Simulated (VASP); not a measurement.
# Al (Cmcm) in VASP: further runs, part 2 of 3

VASP 6.6.1.

### Step 3. Single point, PBE (mode 1 frozen in at -0.112 Å and mode 5 at +0.000 Å (largest displacements))

INCAR reads:

```
  PREC = Accurate
  ENCUT = 520
  EDIFF = 1E-6
  ISMEAR = 0
  SIGMA = 0.15
  LREAL = F
  LASPH = T
  NELM = 60
  ALGO = Fast
  ISIF = 2
  LWAVE = F
  LCHARG = F
  GGA = PE
  NBANDS = 10
```

KPOINTS reads:

```
regular mesh
0
Gamma
  20 20 12
```

POSCAR reads:

```
Al
1.0
   -1.6175102401      1.6175102401      1.6175102401
    1.6175102401     -1.6175102401      1.6175102401
    3.2350204801      3.2350204801      0.0000000000
Al
2
Direct
    0.0244371059     -0.0244371059      0.0000000000
    0.4755628941      0.5244371059      0.5000000000
```

Potentials or basis: VASP PAW PBE potentials, release 64 (Al).

On the command line:

```
cat potpaw_PBE.64/Al/POTCAR > POTCAR
mpirun -np 1 vasp_std > vasp.out
```

OUTCAR:

```text
PREC = Accurate
   ENCUT = 520
   EDIFF = 1E-6
   ISMEAR = 0
   LREAL = F
   LASPH = T
   NELM = 60
   ISIF = 2
   GGA = PE

 ion  position               nearest neighbor table
   1  0.024  0.976  0.000-   2 2.81   2 2.81   2 2.81   2 2.81   2 3.08   2 3.08
   2  0.476  0.524  0.500-   1 2.81   1 2.81   1 2.81   1 2.81   1 3.08   1 3.08

  LATTYP: Found a base centered orthorhombic cell.
 ALAT       =     3.2350204802
 B/A-ratio  =     1.4142135624
 C/A-ratio  =     1.4142135623

  Lattice vectors:

 A1 = (  -1.6175102401,   1.6175102401,   1.6175102401)
 A2 = (   1.6175102401,  -1.6175102401,   1.6175102401)
 A3 = (   3.2350204801,   3.2350204801,   0.0000000000)

Analysis of symmetry for initial positions (statically):
=====================================================================
 Subroutine PRICEL returns:
 Original cell was already a primitive cell.

 Routine SETGRP: Setting up the symmetry group for a
 base centered orthorhombic supercell.

 Subroutine GETGRP returns: Found  8 space group operations
 (whereof  4 operations were pure point group operations)
 out of a pool of  8 trial point group operations.

The static configuration has the point symmetry C_2v.
 The point group associated with its full space group is D_2h.

Analysis of symmetry for dynamics (positions and initial velocities):
=====================================================================
 Subroutine PRICEL returns:
 Original cell was already a primitive cell.

 Routine SETGRP: Setting up the symmetry group for a
 base centered orthorhombic supercell.

 Subroutine GETGRP returns: Found  8 space group operations
 (whereof  4 operations were pure point group operations)
 out of a pool of  8 trial point group operations.

The dynamic configuration has the point symmetry C_2v.
 The point group associated with its full space group is D_2h.

 Subroutine INISYM returns: Found  8 space group operations
 (whereof  4 operations are pure point group operations),
 and found     1 'primitive' translations

----------------------------------------------------------------------------------------

                                     Primitive cell

  volume of cell :      33.8556

  direct lattice vectors                    reciprocal lattice vectors
    -1.617510240  1.617510240  1.617510240    -0.154558527  0.154558527  0.309117054
     1.617510240 -1.617510240  1.617510240     0.154558527 -0.154558527  0.309117054
     3.235020480  3.235020480  0.000000000     0.154558527  0.154558527  0.000000000

  length of vectors
     2.801609918  2.801609918  4.575009838     0.378589526  0.378589526  0.218578765

  position of ions in fractional coordinates (direct lattice)
     0.024437106  0.975562894  0.000000000
     0.475562894  0.524437106  0.500000000

  ion indices of the primitive-cell ions
   primitive index   ion index
                 1           1
                 2           2

----------------------------------------------------------------------------------------

 KPOINTS: regular mesh

Automatic generation of k-mesh.
 Grid dimensions read from file:
 generate k-points for:   20   20   12

 Generating k-lattice:

  Cartesian coordinates                     Fractional coordinates (reciprocal lattice)
    -0.007727926  0.007727926  0.015455853     0.050000000  0.000000000  0.000000000
     0.007727926 -0.007727926  0.015455853     0.000000000  0.050000000  0.000000000
     0.012879877  0.012879877  0.000000000     0.000000000  0.000000000  0.083333333

  Length of vectors
     0.018929476  0.018929476  0.018214897

  Shift w.r.t. Gamma in fractional coordinates (k-lattice)
     0.000000000  0.000000000  0.000000000

 Subroutine IBZKPT returns following result:
 ===========================================

 Found    777 irreducible k-points:

 Following reciprocal coordinates:
            Coordinates               Weight
  0.000000  0.000000  0.000000      1.000000
  0.050000  0.000000  0.000000      4.000000
  0.100000  0.000000  0.000000      4.000000
  0.150000  0.000000  0.000000      4.000000
  0.200000  0.000000  0.000000      4.000000
  0.250000  0.000000  0.000000      4.000000
[... 16 lines left out ...]
 -0.400000  0.050000  0.000000      4.000000
 -0.350000  0.050000  0.000000      4.000000
 [... further k-points ...]
   k-points           NKPTS =    777   k-points in BZ     NKDIM =    777   number of bands    NBANDS=     10
   number of dos      NEDOS =    301   number of ions     NIONS =      2
   total plane-waves  NPLWV =  20736
   dimension x,y,z NGX =    24 NGY =   24 NGZ =   36
   dimension x,y,z NGXF=    48 NGYF=   48 NGZF=   72
   ions per type =               2
   NGX,Y,Z   is equivalent  to a cutoff of  14.24, 14.24, 13.08 a.u.
   NGXF,Y,Z  is equivalent  to a cutoff of  28.48, 28.48, 26.16 a.u.
 SYSTEM =  unknown system
   PREC   = accura    normal or accurate (medium, high low for compatibility)
   ISTART =      0    job   : 0-new  1-cont  2-samecut
   ICHARG =      2    charge: 1-file 2-atom 10-const
   ISPIN  =      1    spin polarized calculation?
   LNONCOLLINEAR =      F non collinear calculations
   LSORBIT =      F    spin-orbit coupling
   LASPH  =      T    aspherical Exc in radial PAW
   ENCUT  =  520.0 eV  38.22 Ry    6.18 a.u.   5.21  5.21  8.51*2*pi/ulx,y,z
   NELM   =     60;   NELMIN=  2; NELMDL= -5     # of ELM steps
   EDIFF  = 0.1E-05   stopping-criterion for ELM
   LREAL  =      F    real-space projection
   EDIFFG = 0.1E-04   stopping-criterion for IOM
   NSW    =      0    number of steps for IOM
   IBRION =     -1    ionic relax: 0-MD 1-quasi-New 2-CG
   NFREE  =      0    steps in history (QN), initial steepest desc. (CG)
   ISIF   =      2    stress and relaxation
   ISYM   =      2    0-nonsym 1-usesym 2-fastsym
   POTIM  = 0.5000    time-step for ionic-motion
   TEBEG  =    0.0;   TEEND  =   0.0 temperature during run
   PSTRESS=    0.0 pullay stress
   NELECT =       6.0000    total number of electrons
   NUPDOWN=      -1.0000    fix difference up-down
   EMIN   =  10.00;   EMAX   =-10.00  energy-range for DOS
   EFERMI =   0.00;   METHOD = LEGACY
   ISMEAR =     0;   SIGMA  =   0.15  broadening in eV -4-tet -1-fermi 0-gaus
   EFERMI_NEDOS =   21; number of points for ismear=-14 and -15
   IALGO  =     68    algorithm
   IMIX   =      4    mixing-type and parameters
     AMIX     =   0.40;   BMIX     =  1.00
     AMIX_MAG =   1.60;   BMIX_MAG =  1.00
  volume/ion in A,a.u.               =      16.93       114.23
  Fermi-wavevector in a.u.,A,eV,Ry     =   0.919563  1.737722 11.505037  0.845596
  Thomas-Fermi vector in A             =   2.044771
   LORBIT       =      0    0 simple, 1 ext, 2 COOP (PROOUT), +10 PAW based schemes
   GGA     = PE    functional components
   LHFCALC =     F    Hartree Fock is set to
   AEXX    =    0.0000 exact exchange contribution
   IVDW    =     0    specifies the selected vdW correction
   LEPSILON=     F    determine dielectric tensor
   LRPA    =     F    only Hartree local field effects (RPA)
 non-spin polarized calculation
 RMM-DIIS sequential band-by-band and
 Gauss-broadening in eV      SIGMA  =   0.15
  energy-cutoff  :      520.00
  volume of cell :       33.86
 maximum number of plane-waves:       928
 NGX is ok and might be reduce to    24
   NGX = 11   NGY = 11   NGZ = 17

 number of electron       6.0000000 magnetization

 Free energy of the ion-electron system (eV)
  ---------------------------------------------------
  ext. energy  EPLUGINS =         0.00000000
  ---------------------------------------------------
  free energy    TOTEN  =        -7.31843773 eV

  energy without entropy =       -7.30880998  energy(sigma->0) =       -7.31362385

 E-fermi :   7.7223     XC(G=0): -10.1078

 val. band max:        7.7204906518   @ k =  -0.3000   0.1500   0.1667
 cond. band min:       7.7225404025   @ k =   0.4500   0.2000   0.1667
 fundamental gap:      0.0020497506
 Fermi energy:         7.7222537023

 k-point     1 :       0.0000    0.0000    0.0000
  band No.  band energies     occupation
      1      -3.2200      2.00000
      2       3.5100      2.00000
      3       3.9036      2.00000
      4      15.7120      0.00000
      5      15.9443      0.00000
      6      17.4921      0.00000
      7      18.8631      0.00000
      8      20.8820      0.00000
      9      20.9430      0.00000
     10      20.9487      0.00000
[... 287 lines left out ...]
 k-point    24 :      -0.3500    0.0500    0.0000
  band No.  band energies     occupation
      1      -0.8339      2.00000
      2       5.7443      2.00000
      3       5.7499      2.00000
      4       6.5198      2.00000
      5      12.3286      0.00000
      6      12.7637      0.00000
      7      15.1278      0.00000
      8      16.5045      0.00000
      9      21.4808      0.00000
     10      21.6661      0.00000

 [... further k-points ...]
[... 5 lines left out ...]
  --------------------------------------------------------------------------------------
  -------------------------------------------------------------------------------------
  Total        0.0097788      0.0097788     -0.0680674     -0.0886477      0.0000000      0.0000000
  in kB        0.4627680      0.4627680     -3.2212084     -4.1951467      0.0000000      0.0000000
  external PRESSURE =      -0.7652241 kB  Pullay stress =       0.0000000 kB

 VOLUME and BASIS-vectors are now :
 -----------------------------------------------------------------------------
  energy-cutoff  :      520.00
  volume of cell :       33.86
      direct lattice vectors                 reciprocal lattice vectors
    -1.617510240  1.617510240  1.617510240    -0.154558527  0.154558527  0.309117054
     1.617510240 -1.617510240  1.617510240     0.154558527 -0.154558527  0.309117054
     3.235020480  3.235020480  0.000000000     0.154558527  0.154558527  0.000000000

 POSITION                                       TOTAL-FORCE (eV/Angst)
 -----------------------------------------------------------------------------------
      1.53846     -1.53846      1.61751        -0.077994      0.077994      0.000000
      1.69656      1.53846      1.61751         0.077994     -0.077994      0.000000
 -----------------------------------------------------------------------------------
    total drift:                               -0.000000      0.000000     -0.000000

  FREE ENERGIE OF THE ION-ELECTRON SYSTEM (eV)
  ---------------------------------------------------
  free  energy   TOTEN  =        -7.3184377288 eV

  energy  without entropy=       -7.3088099772  energy(sigma->0) =       -7.31362385
```

OSZICAR:

```text
N       E                     dE             d eps       ncg     rms          rms(c)
DAV:   1    -0.350012633879E+00   -0.35001E+00   -0.21245E+03 15564   0.434E+02
DAV:   2    -0.721196496203E+01   -0.68620E+01   -0.65968E+01 20300   0.538E+01
DAV:   3    -0.736498515928E+01   -0.15302E+00   -0.15156E+00 20286   0.633E+00
DAV:   4    -0.736569788419E+01   -0.71272E-03   -0.71143E-03 18778   0.474E-01
DAV:   5    -0.736570377785E+01   -0.58937E-05   -0.58930E-05 18580   0.424E-02    0.171E+00
RMM:   6    -0.733785457972E+01    0.27849E-01   -0.30230E-03 15741   0.321E-01    0.998E-01
RMM:   7    -0.731846846507E+01    0.19386E-01   -0.88049E-03 16217   0.528E-01    0.145E-01
RMM:   8    -0.731843309919E+01    0.35366E-04   -0.31949E-04 16967   0.121E-01    0.175E-02
RMM:   9    -0.731843716615E+01   -0.40670E-05   -0.47167E-05 17824   0.473E-02    0.196E-02
RMM:  10    -0.731843772881E+01   -0.56266E-06   -0.74282E-06 17891   0.190E-02
   1 F= -.73184377E+01 E0= -.73136239E+01  d E =-.962775E-02
```

stdout:

```text
POSCAR found type information on POSCAR Al
 POSCAR found :  1 types and       2 ions
 scaLAPACK will be used
 LDA part: xc-table for (Slater+PW92), standard interpolation
 POSCAR, INCAR and KPOINTS ok, starting setup
 FFT: planning ... GRIDC
 FFT: planning ... GRID_SOFT
 FFT: planning ... GRID
 WAVECAR not read
 entering main loop
```

Wall time 86 s (1 thread of Intel Xeon Platinum 8488C (Sapphire Rapids), shared host); peak memory 0.32 GiB.

What came out:

| Property | Result |
| --- | --- |
| Free energy | -7.3184 eV |
| Pressure | -0.1 GPa |
| Largest force | 0.110 eV/Å |
| Band gap on the k mesh | zero (band 3 reaches 12.75 eV, above the bottom of band 4 at 3.92 eV) |

Forces on the atoms (eV/Å):
```
Al  -0.078  0.078  0.000
Al   0.078 -0.078  0.000
```

Stress tensor (GPa, compression positive):
```
 0.05 -0.42  0.00
-0.42  0.05  0.00
 0.00  0.00 -0.32
```

Caveat: the cell differs from its parent crystal (mode 1 frozen in at -0.112 Å and mode 5 at +0.000 Å (largest displacements)).

### Step 4. Single point, PBE (mode 1 frozen in at -0.335 Å and mode 5 at +0.000 Å (largest displacements))

INCAR reads:

```
SYSTEM = Al
  ALGO = Fast
  EDIFF = 1E-6
  ENCUT = 520
  GGA = PE
  ISIF = 2
  ISMEAR = 0
  LASPH = .True.
  LCHARG = .True.
  LELF = .True.
  LREAL = .False.
  LVHAR = .True.
  LWAVE = .False.
  NBANDS = 10
  NELM = 60
  PREC = Accurate
  SIGMA = 0.15
```

KPOINTS reads:

```
k-points
0
Gamma
  20 20 12
  0 0 0
```

POSCAR reads:

```
Al
1.0
   -1.6175102401      1.6175102401      1.6175102401
    1.6175102401     -1.6175102401      1.6175102401
    3.2350204801      3.2350204801      0.0000000000
Al
2
Direct
    0.0732676020     -0.0732676020      0.0000000000
    0.4267323980      0.5732676020      0.5000000000
```

On the command line:

```
cat potpaw_PBE.64/Al/POTCAR > POTCAR
mpirun -np 1 vasp_std > vasp.out
```

It took 78 s on 1 thread of Intel Xeon Platinum 8488C (Sapphire Rapids), shared host; peak memory 0.32 GiB.

Results (log left out):

- Free energy: -7.3593 eV
- Pressure: 0.3 GPa
- Largest force: 0.036 eV/Å
- Band gap on the k mesh: zero (band 3 reaches 12.72 eV, above the bottom of band 4 at 3.98 eV)

Forces in eV/Å, atoms in the order of the input:
```
Al   0.025 -0.025  0.000
Al  -0.025  0.025  0.000
```

Stress tensor (GPa, compression positive):
```
 1.47 -1.11  0.00
-1.11  1.47  0.00
 0.00  0.00 -2.05
```

Levels at points of the mesh, in eV from the Fermi level:
```tsv
k point	band 1	band 2	band 3	band 4	band 5	band 6	band 7	band 8
(0.00, 0.00, 0.00)	-10.93	-4.22	-3.79	8.06	8.22	9.53	10.78	13.42
(0.50, 0.00, 0.00)	-5.96	-5.47	0.18	1.15	1.32	1.42	7.19	8.44
(0.50, 0.50, 0.00)	-4.20	-3.91	1.89	2.11	2.45	2.52	3.07	4.75
(0.00, 0.00, 0.50)	-9.17	-9.17	4.23	4.23	9.30	9.30	10.13	10.13
(0.50, 0.00, 0.50)	-4.31	-4.31	-3.71	-3.71	8.24	8.24	8.45	8.45
(0.50, 0.50, 0.50)	-2.86	-2.86	-1.76	-1.76	3.45	3.45	5.31	5.31
```

Caveat: the cell differs from its parent crystal (mode 1 frozen in at -0.335 Å and mode 5 at +0.000 Å (largest displacements)).

[end of part 2 of 3]
